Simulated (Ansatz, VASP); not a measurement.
**WS2 in VASP and in Ansatz**

File INCAR:

```
ALGO     = Normal         # electronic algorithm
EDIFF    = 1E-7           # SCF threshold, eV
EDIFFG   = -0.025         # ionic threshold
ENCUT    = 500            # plane-wave cutoff, eV
GGA      = PE             # functional
GGA_COMPAT= F            
IBRION   = 2              # ionic algorithm
ISIF     = 3              # what is computed and relaxed
ISMEAR   = 0              # smearing method
LASPH    = T              # aspherical terms in the spheres
LCHARG   = F              # write CHGCAR
LREAL    = F              # projectors in reciprocal space
LWAVE    = F              # write WAVECAR
NELM     = 120            # most SCF steps
NELMIN   = 4            
NSW      = 80             # ionic steps
PREC     = Accurate       # precision mode
SIGMA    = 0.1            # smearing width, eV
```

The input KPOINTS:

```
k-points
0
Gamma
  4 4 1
```

Contents of POSCAR:

```
WS2
1.0
    3.2531415410      0.0083602623      0.0273468920
    0.0144803990      5.4762582919      0.0279434336
    0.1261486888      0.0744207271     14.5436135785
W S
4 8
Direct
   -0.0001027299      0.3341672945      0.2587390611
    0.5101386624      0.8142204666      0.2584267775
    0.4909149345      0.1615501524      0.7522954262
    0.9712878725      0.6546102342      0.7427533763
    0.0118165622      0.3349628180      0.6338296594
    0.5116376406      0.8463463359      0.6447434727
    0.5116147435      0.1918985502      0.1394860654
    0.9941054296      0.6884081367      0.1331276693
   -0.0133927086      0.3067823001      0.8582726957
    0.5150891073      0.8372198275      0.8613064710
    0.4913799515      0.1579232178      0.3567251103
    1.0055105345      0.6719106660      0.3602942151
```

Input for Ansatz:

```yaml
crystal:
  lattice:
    - [3.253141541, 0.0083602623, 0.027346892]
    - [0.014480399, 5.4762582919, 0.0279434336]
    - [0.1261486888, 0.0744207271, 14.5436135785]
  atoms:
    - { symbol: W, position: [-0.0001027299, 0.3341672945, 0.2587390611] }
    - { symbol: W, position: [0.5101386624, 0.8142204666, 0.2584267775] }
    - { symbol: W, position: [0.4909149345, 0.1615501524, 0.7522954262] }
    - { symbol: W, position: [0.9712878725, 0.6546102342, 0.7427533763] }
    - { symbol: S, position: [0.0118165622, 0.334962818, 0.6338296594] }
    - { symbol: S, position: [0.5116376406, 0.8463463359, 0.6447434727] }
    - { symbol: S, position: [0.5116147435, 0.1918985502, 0.1394860654] }
    - { symbol: S, position: [0.9941054296, 0.6884081367, 0.1331276693] }
    - { symbol: S, position: [-0.0133927086, 0.3067823001, 0.8582726957] }
    - { symbol: S, position: [0.5150891073, 0.8372198275, 0.861306471] }
    - { symbol: S, position: [0.4913799515, 0.1579232178, 0.3567251103] }
    - { symbol: S, position: [1.0055105345, 0.671910666, 0.3602942151] }
basis:
  ecutwfc: 420
kpoints:
  mp_grid: { grid: [4, 4, 1] }
hamiltonian:
  xc: pbe
scf:
  occupations: { method: gaussian, width: 0.1 }
  lower_state_search: "off"
output:
  forces: true
  stress: true
  eigenvalues: true
relax:
  adjacent_minimum: "off"
  f_tol: 0.025
  max_steps: 60
  cell: { stress_tol: 0.25 }
```

Change from the starting cell: cell x2, atoms moved at random (sigma 0.1 Å) and cell strained at random (1.5 %), then relaxed without symmetry.

Alike in both runs: task relaxation of cell and atoms; functional PBE; k mesh 4 × 4 × 1; occupations gaussian, width 0.1 eV; no spin polarisation.

```csv
,VASP,Ansatz
version,VASP 6.6.1,Ansatz 0.2.0
potentials or method,"VASP PAW PBE potentials, release 64 (W_sv, S), cutoff 500 eV","scalar-relativistic, plane waves, PAW"
valence electrons in the cell,104,104
```

|  | VASP | Ansatz | Ansatz less VASP |
| --- | --- | --- | --- |
| gap on the k mesh at the Fermi level, each at its own relaxed structure (eV) | 1.74 | 1.86 | +0.126 |
| relaxed volume (Å³/atom) | 20.98 | 22.16 | +1.182 |
| relaxed length of the cell vector where the two differ most in proportion (Å) | 14.322 | 15.121 | +0.7994 |

One of these differences is far larger than is usual between the two programs; its cause wasn't traced.

The k mesh is coarse, so the values compare programs but aren't converged. Neither program's run includes spin-orbit coupling.
